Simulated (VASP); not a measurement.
# GeBiBr5 (P4/mmm) in VASP: a series of runs

GeBiBr5 is run at these levels: PBE; tasks: single point, relaxation of cell and atoms.

Everything below comes from runs of VASP 6.6.1. Logs are shortened: lines on timing, memory, paths and dates and some standing lists are left out, and cuts for length are marked.

### Step 1. The cell of the first run

It takes space group P4/mmm (No. 123, tetragonal). Conventional cell: a = 4.772 Å, b = 4.772 Å, c = 8.683 Å, α = 90.00°, β = 90.00°, γ = 90.00°. Within 4.4 Å of Ge (site symmetry 4/mmm) lie 12 Br at 3.37 to 3.54 Å. Bi (site symmetry 4/mmm) has 8 Br at 2.94 Å within 3.9 Å. Br (site symmetry 2mm) has 2 Bi at 2.94 Å and 7 Br at 3.37 to 3.54 Å and 2 Ge at 3.54 Å within 3.9 Å. Within 4.4 Å of Br (site symmetry 4/mmm) lie 4 Ge at 3.37 Å and 8 Br at 3.54 Å and 2 Bi at 4.34 Å.

The cell was built from a structure type or drawn by symmetry, and may not be a known phase.

### Step 2. Single point, PBE

INCAR reads:

```
SYSTEM = GeBiBr5
  ALGO = Normal
  EDIFF = 1E-6
  ENCUT = 520
  GGA = PE
  ISIF = 2
  ISMEAR = 0
  LASPH = .TRUE.
  LCHARG = .FALSE.
  LREAL = .FALSE.
  LWAVE = .FALSE.
  NBANDS = 41
  NELM = 100
  PREC = Accurate
  SIGMA = 0.1
```

KPOINTS reads:

```
k-points
0
G
  4 4 2
  0 0 0
```

POSCAR reads:

```
GeBiBr5
1.0
    4.7718796400      0.0000000000      0.0000000000
    0.0000000000      4.7718796400      0.0000000000
    0.0000000000      0.0000000000      8.6833889500
Ge Bi Br
1 1 5
Direct
    0.5000000000      0.5000000000      0.0000000000
    0.0000000000      0.0000000000      0.5000000000
    0.0000000000      0.5000000000      0.3017445800
    0.0000000000      0.5000000000      0.6982554200
    0.5000000000      0.0000000000      0.3017445800
    0.5000000000      0.0000000000      0.6982554200
    0.0000000000      0.0000000000      0.0000000000
```

Potentials or basis: VASP PAW PBE potentials, release 64 (Ge_d, Bi_d, Br).

Started as:

```sh
cat potpaw_PBE.64/Ge_d/POTCAR potpaw_PBE.64/Bi_d/POTCAR potpaw_PBE.64/Br/POTCAR > POTCAR
mpirun -np 1 vasp_std > vasp.out
```

OUTCAR:

```text
SYSTEM = GeBiBr5
   EDIFF = 1E-6
   ENCUT = 520
   GGA = PE
   ISIF = 2
   ISMEAR = 0
   LASPH = .TRUE.
   LREAL = .FALSE.
   NELM = 100
   PREC = Accurate

 ion  position               nearest neighbor table
   1  0.500  0.500  0.000-
   2  0.000  0.000  0.500-   3 2.94   4 2.94   5 2.94   6 2.94   3 2.94   4 2.94   5 2.94   6 2.94

   3  0.000  0.500  0.302-   2 2.94   2 2.94
   4  0.000  0.500  0.698-   2 2.94   2 2.94
   5  0.500  0.000  0.302-   2 2.94   2 2.94
   6  0.500  0.000  0.698-   2 2.94   2 2.94
   7  0.000  0.000  0.000-

  LATTYP: Found a simple tetragonal cell.
 ALAT       =     4.7718796400
 C/A-ratio  =     1.8196999097

  Lattice vectors:

 A1 = (   4.7718796400,   0.0000000000,   0.0000000000)
 A2 = (   0.0000000000,   4.7718796400,   0.0000000000)
 A3 = (   0.0000000000,   0.0000000000,   8.6833889500)

Analysis of symmetry for initial positions (statically):
=====================================================================
 Subroutine PRICEL returns:
 Original cell was already a primitive cell.

 Routine SETGRP: Setting up the symmetry group for a
 simple tetragonal supercell.

 Subroutine GETGRP returns: Found 16 space group operations
 (whereof 16 operations were pure point group operations)
 out of a pool of 16 trial point group operations.

The static configuration has the point symmetry D_4h.

Analysis of symmetry for dynamics (positions and initial velocities):
=====================================================================
 Subroutine PRICEL returns:
 Original cell was already a primitive cell.

 Routine SETGRP: Setting up the symmetry group for a
 simple tetragonal supercell.

 Subroutine GETGRP returns: Found 16 space group operations
 (whereof 16 operations were pure point group operations)
 out of a pool of 16 trial point group operations.

The dynamic configuration has the point symmetry D_4h.

 Subroutine INISYM returns: Found 16 space group operations
 (whereof 16 operations are pure point group operations),
 and found     1 'primitive' translations

----------------------------------------------------------------------------------------

                                     Primitive cell
[... 87 lines left out ...]
   NELM   =    100;   NELMIN=  2; NELMDL= -5     # of ELM steps
   EDIFF  = 0.1E-05   stopping-criterion for ELM
   LREAL  =      F    real-space projection
   EDIFFG = 0.1E-04   stopping-criterion for IOM
   NSW    =      0    number of steps for IOM
   IBRION =     -1    ionic relax: 0-MD 1-quasi-New 2-CG
   NFREE  =      0    steps in history (QN), initial steepest desc. (CG)
   ISIF   =      2    stress and relaxation
   ISYM   =      2    0-nonsym 1-usesym 2-fastsym
   POTIM  = 0.5000    time-step for ionic-motion
   TEBEG  =    0.0;   TEEND  =   0.0 temperature during run
   PSTRESS=    0.0 pullay stress
   NELECT =      64.0000    total number of electrons
   NUPDOWN=      -1.0000    fix difference up-down
   EMIN   =  10.00;   EMAX   =-10.00  energy-range for DOS
   EFERMI =   0.00;   METHOD = LEGACY
   ISMEAR =     0;   SIGMA  =   0.10  broadening in eV -4-tet -1-fermi 0-gaus
   EFERMI_NEDOS =   21; number of points for ismear=-14 and -15
   IALGO  =     38    algorithm
   IMIX   =      4    mixing-type and parameters
     AMIX     =   0.40;   BMIX     =  1.00
     AMIX_MAG =   1.60;   BMIX_MAG =  1.00
  volume/ion in A,a.u.               =      28.25       190.62
  Fermi-wavevector in a.u.,A,eV,Ry     =   1.124032  2.124113 17.190259  1.263448
  Thomas-Fermi vector in A             =   2.260702
   LORBIT       =      0    0 simple, 1 ext, 2 COOP (PROOUT), +10 PAW based schemes
   GGA     = PE    functional components
   LHFCALC =     F    Hartree Fock is set to
   AEXX    =    0.0000 exact exchange contribution
   IVDW    =     0    specifies the selected vdW correction
   LEPSILON=     F    determine dielectric tensor
   LRPA    =     F    only Hartree local field effects (RPA)
 non-spin polarized calculation
 Gauss-broadening in eV      SIGMA  =   0.10
  energy-cutoff  :      520.00
  volume of cell :      197.73
 maximum number of plane-waves:      5384
 NGX is ok and might be reduce to    36
   NGX = 17   NGY = 17   NGZ = 33

 number of electron      63.9999991 magnetization

 Free energy of the ion-electron system (eV)
  ---------------------------------------------------
  ext. energy  EPLUGINS =         0.00000000
  ---------------------------------------------------
  free energy    TOTEN  =       -18.22071193 eV

  energy without entropy =      -18.21963948  energy(sigma->0) =      -18.22017570

 E-fermi :   3.1189     XC(G=0):  -9.1064

 val. band max:        2.9838769233   @ k =   0.5000   0.5000   0.0000
 cond. band min:       3.2778912039   @ k =   0.2500   0.2500   0.0000
 fundamental gap:      0.2940142806
 Fermi energy:         3.1189402748

 k-point     1 :       0.0000    0.0000    0.0000
  band No.  band energies     occupation
      1     -23.6466      2.00000
      2     -23.6411      2.00000
      3     -23.6411      2.00000
      4     -23.6280      2.00000
      5     -23.6256      2.00000
      6     -20.2558      2.00000
[... 517 lines left out ...]
     40      11.1770      0.00000
     41      11.1908      0.00000

------------------------ aborting loop because EDIFF is reached ----------------------------------------

  FORCE on cell =-STRESS in cart. coord.  units (eV):
  Direction    XX          YY          ZZ          XY          YZ          ZX
  --------------------------------------------------------------------------------------
  -------------------------------------------------------------------------------------
  Total        4.0724754      4.0724754      1.6085896      0.0000000      0.0000000     -0.0000000
  in kB       32.9990043     32.9990043     13.0342972      0.0000000      0.0000000     -0.0000000
  external PRESSURE =      26.3441019 kB  Pullay stress =       0.0000000 kB

 VOLUME and BASIS-vectors are now :
 -----------------------------------------------------------------------------
  energy-cutoff  :      520.00
  volume of cell :      197.73
      direct lattice vectors                 reciprocal lattice vectors
     4.771879640  0.000000000  0.000000000     0.209561027  0.000000000  0.000000000
     0.000000000  4.771879640  0.000000000     0.000000000  0.209561027  0.000000000
     0.000000000  0.000000000  8.683388950     0.000000000  0.000000000  0.115162410

 POSITION                                       TOTAL-FORCE (eV/Angst)
 -----------------------------------------------------------------------------------
      2.38594      2.38594      0.00000         0.000000     -0.000000      0.000000
      0.00000      0.00000      4.34169         0.000000     -0.000000      0.000000
      0.00000      2.38594      2.62017         0.000000      0.000000     -0.612865
      0.00000      2.38594      6.06322        -0.000000      0.000000      0.612865
      2.38594      0.00000      2.62017         0.000000      0.000000     -0.612865
      2.38594      0.00000      6.06322         0.000000      0.000000      0.612865
      0.00000      0.00000      0.00000         0.000000     -0.000000      0.000000
 -----------------------------------------------------------------------------------
    total drift:                                0.000000      0.000000      0.000000

  FREE ENERGIE OF THE ION-ELECTRON SYSTEM (eV)
  ---------------------------------------------------
  free  energy   TOTEN  =       -18.2207119280 eV

  energy  without entropy=      -18.2196394802  energy(sigma->0) =      -18.22017570
```

stdout:

```text
POSCAR found type information on POSCAR GeBiBr
 POSCAR found :  3 types and       7 ions
 scaLAPACK will be used
 LDA part: xc-table for (Slater+PW92), standard interpolation
 POSCAR, INCAR and KPOINTS ok, starting setup
 FFT: planning ... GRIDC
 FFT: planning ... GRID_SOFT
 FFT: planning ... GRID
 WAVECAR not read
 entering main loop
```

Run time: 56 s. Hardware: 1 thread of Intel Xeon 6975P-C (Granite Rapids), shared host; peak memory 0.34 GiB.

What came out:

* Free energy: -18.2207 eV
* Pressure: 2.6 GPa
* Largest force: 0.613 eV/Å
* Band gap on the k mesh: 0.29 eV (least direct gap 0.71 eV)

Forces in eV/Å, atoms in the order of the input:
```
Ge   0.000  0.000  0.000
Bi   0.000  0.000  0.000
Br   0.000  0.000 -0.613
Br   0.000  0.000  0.613
Br   0.000  0.000 -0.613
Br   0.000  0.000  0.613
Br   0.000  0.000  0.000
```

Caveat: spin-orbit coupling is left out, which moves the levels of the heavy elements. A k mesh can miss the band edges.

### Step 3. Single point, PBE

This run uses another cell than the first one, of 28.65 Å³/atom.

INCAR reads:

```
PREC = Accurate ; ENCUT = 520
EDIFF = 1E-6 ; ISMEAR = 0
SIGMA = 0.1 ; LREAL = F
LASPH = T ; NELM = 60
ALGO = Normal ; ISIF = 2
LWAVE = F ; LCHARG = F
GGA = PE ; NBANDS = 41
```

KPOINTS reads:

```
Automatic mesh
0
Gamma
  4 4 2
```

POSCAR reads:

```
GeBiBr5
1.0
    4.9878430971      0.0000000000      0.0000000000
    0.0000000000      4.9878430971      0.0000000000
    0.0000000000      0.0000000000      8.0604147636
Ge Bi Br
1 1 5
Direct
    0.5000000000      0.5000000000      0.0000000000
    0.0000000000      0.0000000000      0.5000000000
    0.0000000000      0.5000000000      0.2812722664
    0.0000000000      0.5000000000      0.7187277336
    0.5000000000      0.0000000000      0.2812722664
    0.5000000000      0.0000000000      0.7187277336
    0.0000000000      0.0000000000      0.0000000000
```

Potentials or basis: VASP PAW PBE potentials, release 64 (Ge_d, Bi_d, Br).

Started as:

```sh
cat potpaw_PBE.64/Ge_d/POTCAR potpaw_PBE.64/Bi_d/POTCAR potpaw_PBE.64/Br/POTCAR > POTCAR
mpirun -np 1 vasp_std > vasp.out
```

Wall time 61 s (1 thread of Intel Xeon 6975P-C (Granite Rapids), shared host); peak memory 0.35 GiB.

It converged, with:

| Item | Value |
| --- | --- |
| Free energy | -18.5255 eV |
| Pressure | 0.0 GPa |
| Largest force | 0.005 eV/Å |
| Band gap on the k mesh | 0.60 eV (least direct gap 0.95 eV) |

Forces on the atoms (eV/Å):
```
Ge   0.000  0.000  0.000
Bi   0.000  0.000  0.000
Br   0.000  0.000  0.005
Br   0.000  0.000 -0.005
Br   0.000  0.000  0.005
Br   0.000  0.000 -0.005
Br   0.000  0.000  0.000
```

Levels at points of the mesh, in eV from the valence-band top:
| k point | band 30 | band 31 | band 32 | band 33 | band 34 | band 35 |
| --- | --- | --- | --- | --- | --- | --- |
| (0.00, 0.00, 0.00) | -1.27 | -1.04 | -1.04 | 1.01 | 1.93 | 1.93 |
| (0.50, 0.00, 0.00) | -1.43 | -1.07 | -0.08 | 1.10 | 1.12 | 1.94 |
| (0.50, 0.50, 0.00) | -0.78 | -0.72 | -0.53 | 1.78 | 1.80 | 1.80 |
| (0.00, 0.00, 0.50) | -1.10 | -1.10 | -0.62 | 0.81 | 0.95 | 2.03 |
| (0.50, 0.00, 0.50) | -0.85 | -0.24 | -0.21 | 1.24 | 1.60 | 1.71 |
| (0.50, 0.50, 0.50) | -0.24 | -0.24 | 0.00 | 1.40 | 2.20 | 2.20 |

Caveat: spin-orbit coupling is left out, which moves the levels of the heavy elements. A k mesh can miss the band edges.

### Step 4. Single point, PBE

This run uses another cell than the first one, of 28.57 Å³/atom.

INCAR reads:

```
SYSTEM = GeBiBr5
PREC = Accurate
ENCUT = 520
EDIFF = 1E-6
ISMEAR = 0
SIGMA = 0.02
LREAL = .False.
LASPH = .True.
NELM = 100
ALGO = Normal
ISIF = 2
LWAVE = .False.
LCHARG = .True.
GGA = PE
LELF = .True.
LVHAR = .True.
NBANDS = 41
```

KPOINTS reads:

```
regular mesh
0
Gamma
  6 6 4
  0 0 0
```

POSCAR reads:

```
GeBiBr5
1.0
    4.9976662141      0.0000000000      0.0000000000
    0.0000000000      4.9976662141      0.0000000000
    0.0000000000      0.0000000000      8.0057745302
Ge Bi Br
1 1 5
Direct
    0.5000000000      0.5000000000      0.0000000000
    0.0000000000      0.0000000000      0.5000000000
    0.0000000000      0.5000000000      0.2802731861
    0.0000000000      0.5000000000      0.7197268139
    0.5000000000      0.0000000000      0.2802731861
    0.5000000000      0.0000000000      0.7197268139
    0.0000000000      0.0000000000      0.0000000000
```

Started as:

```sh
cat potpaw_PBE.64/Ge_d/POTCAR potpaw_PBE.64/Bi_d/POTCAR potpaw_PBE.64/Br/POTCAR > POTCAR
mpirun -np 1 vasp_std > vasp.out
```

Run time: 2.6 min. Hardware: 1 thread of Intel Xeon 6975P-C (Granite Rapids), shared host; peak memory 0.43 GiB.

It converged, with:

- Free energy: -18.5635 eV
- Pressure: 0.0 GPa
- Band gap on the k mesh: 0.77 eV (least direct gap 1.06 eV)

Forces on the atoms (eV/Å):
```
Ge   0.000  0.000  0.000
Bi   0.000  0.000  0.000
Br   0.000  0.000 -0.002
Br   0.000  0.000  0.002
Br   0.000  0.000 -0.002
Br   0.000  0.000  0.002
Br   0.000  0.000  0.000
```

Levels at points of the mesh, in eV from the valence-band top:
| k point | band 28 | band 29 | band 30 | band 31 | band 32 | band 33 | band 34 | band 35 | band 36 | band 37 |
| --- | --- | --- | --- | --- | --- | --- | --- | --- | --- | --- |
| (0.00, 0.00, 0.00) | -1.54 | -1.47 | -1.28 | -1.09 | -1.09 | 1.00 | 1.93 | 1.93 | 1.94 | 2.64 |
| (0.50, 0.00, 0.00) | -1.74 | -1.59 | -1.44 | -1.06 | -0.09 | 1.12 | 1.15 | 1.96 | 2.64 | 2.65 |
| (0.50, 0.50, 0.00) | -1.19 | -1.00 | -0.77 | -0.77 | -0.58 | 1.77 | 1.77 | 1.82 | 2.86 | 2.86 |
| (0.00, 0.00, 0.50) | -1.39 | -1.39 | -1.09 | -1.09 | -0.66 | 0.79 | 0.94 | 2.04 | 2.04 | 2.08 |
| (0.50, 0.00, 0.50) | -1.89 | -1.68 | -0.83 | -0.25 | -0.20 | 1.27 | 1.64 | 1.74 | 2.26 | 2.56 |
| (0.50, 0.50, 0.50) | -0.74 | -0.61 | -0.23 | -0.23 | 0.00 | 1.44 | 2.19 | 2.19 | 2.19 | 2.19 |

Caveat: spin-orbit coupling is left out, which moves the levels of the heavy elements. A k mesh can miss the band edges.

### Step 5. Relaxation of cell and atoms, PBE

INCAR reads:

```
SYSTEM = GeBiBr5
PREC = Accurate
ENCUT = 600
EDIFF = 1E-6
ISMEAR = 0
SIGMA = 0.1
LREAL = .False.
LASPH = .True.
NELM = 60
ALGO = Normal
ISIF = 3
LWAVE = .False.
LCHARG = .False.
GGA = PE
IBRION = 2
NSW = 90
EDIFFG = -0.04
```

KPOINTS reads:

```
regular mesh
0
Gamma
  4 4 2
  0 0 0
```

POSCAR reads:

```
GeBiBr5
1.0
    4.7718796400      0.0000000000      0.0000000000
    0.0000000000      4.7718796400      0.0000000000
    0.0000000000      0.0000000000      8.6833889500
Ge Bi Br
1 1 5
Direct
    0.5000000000      0.5000000000      0.0000000000
    0.0000000000      0.0000000000      0.5000000000
    0.0000000000      0.5000000000      0.3017445800
    0.0000000000      0.5000000000      0.6982554200
    0.5000000000      0.0000000000      0.3017445800
    0.5000000000      0.0000000000      0.6982554200
    0.0000000000      0.0000000000      0.0000000000
```

Started as:

```sh
cat potpaw_PBE.64/Ge_d/POTCAR potpaw_PBE.64/Bi_d/POTCAR potpaw_PBE.64/Br/POTCAR > POTCAR
mpirun -np 1 vasp_std > vasp.out
```

Wall time 7.2 min (1 thread of Intel Xeon 6975P-C (Granite Rapids), shared host); peak memory 0.41 GiB.

Results (log left out):

```yaml
Free_energy: -18.5246 eV
Relaxed_volume: 28.58 Å³/atom
Relaxed_cell: a = 4.999 Å, b = 4.999 Å, c = 8.006 Å, α = 90.00°, β = 90.00°, γ = 90.00°
Space_group_after_relaxing_to_0.1_Å: P4/mmm (No. 123)
Energy_gained_by_relaxing: 43.4 meV/atom
Ionic_steps: 10
Pressure_after_relaxing: 0.1 GPa
Band_gap_on_the_k_mesh: 0.59 eV (least direct gap 0.95 eV)
```

Stress tensor (GPa, compression positive):
```
0.02 0.00 0.00
0.00 0.02 0.00
0.00 0.00 0.14
```

The path:
| step | energy change (eV) | largest force (eV/Å) | pressure (GPa) | volume (Å³) |
| --- | --- | --- | --- | --- |
| 1 | 0.0000 | 0.6130 | 2.65 | 197.73 |
| 2 | -0.1509 | 0.2430 | -0.61 | 211.37 |
| 3 | -0.1510 | 0.2492 | -0.55 | 211.09 |
| 4 | -0.1860 | 0.2439 | -0.48 | 209.55 |
| 5 | -0.2616 | 0.2243 | -0.11 | 204.81 |
| 6 | -0.2655 | 0.1688 | 1.21 | 194.77 |
| 7 | -0.2872 | 0.2069 | 0.56 | 199.06 |
| 8 | -0.2975 | 0.0386 | -0.54 | 202.83 |
| 9 | -0.3015 | 0.0423 | -0.17 | 201.50 |
| 10 | -0.3040 | 0.0016 | 0.06 | 200.05 |

Final structure:
```xyz
7
Lattice="4.9988 0.0000 0.0000 0.0000 4.9988 0.0000 0.0000 0.0000 8.0060" Properties=species:S:1:pos:R:3 pbc="T T T"
Ge    2.4994    2.4994    0.0000
Bi    0.0000    0.0000    4.0030
Br    4.9988    2.4994    2.2465
Br    0.0000    2.4994    5.7595
Br    2.4994    0.0000    2.2465
Br    2.4994    4.9988    5.7595
Br    0.0000    0.0000    0.0000
```

Levels at points of the mesh, in eV from the valence-band top:
```tsv
k point	band 29	band 30	band 31	band 32	band 33	band 34	band 35	band 36
(0.00, 0.00, 0.00)	-1.47	-1.29	-1.10	-1.10	0.98	1.91	1.91	1.93
(0.50, 0.00, 0.00)	-1.60	-1.44	-1.07	-0.09	1.09	1.12	1.94	2.63
(0.50, 0.50, 0.00)	-1.02	-0.79	-0.76	-0.59	1.76	1.76	1.79	2.83
(0.00, 0.00, 0.50)	-1.40	-1.10	-1.10	-0.65	0.77	0.91	2.02	2.02
(0.50, 0.00, 0.50)	-1.69	-0.84	-0.26	-0.21	1.24	1.62	1.71	2.24
(0.50, 0.50, 0.50)	-0.62	-0.23	-0.23	0.00	1.41	2.17	2.17	2.17
```

Caveat: spin-orbit coupling is left out, which moves the levels of the heavy elements. A k mesh can miss the band edges.

### Step 6. The runs side by side

```csv
task,cell,k mesh,cutoff (eV),smearing,gap on the mesh (eV),pressure (GPa),largest force (eV/Å)
single point,"a = 4.772, b = 4.772, c = 8.683 Å, 7 atoms, atomic positions A",4 × 4 × 2,520,gaussian 0.1 eV,0.29,2.6,0.61
single point,"a = 4.988, b = 4.988, c = 8.060 Å, 7 atoms, atomic positions B",4 × 4 × 2,520,gaussian 0.1 eV,0.60,0.0,0.01
single point,"a = 4.998, b = 4.998, c = 8.006 Å, 7 atoms, atomic positions B",6 × 6 × 4,520,gaussian 0.02 eV,0.77,0.0,-
relaxation of cell and atoms,"relaxed from a = 4.772, b = 4.772, c = 8.683 Å, 7 atoms, atomic positions A",4 × 4 × 2,600,gaussian 0.1 eV,0.59,0.1,-
```

Alike in all rows: level PBE; potentials or basis VASP PAW PBE potentials, release 64 (Ge_d, Bi_d, Br); no spin polarisation.

Caveats: spin-orbit coupling is left out, which moves the levels of the heavy elements.

Total energies depend on the potentials used, so only differences within one code and one set of settings carry meaning.
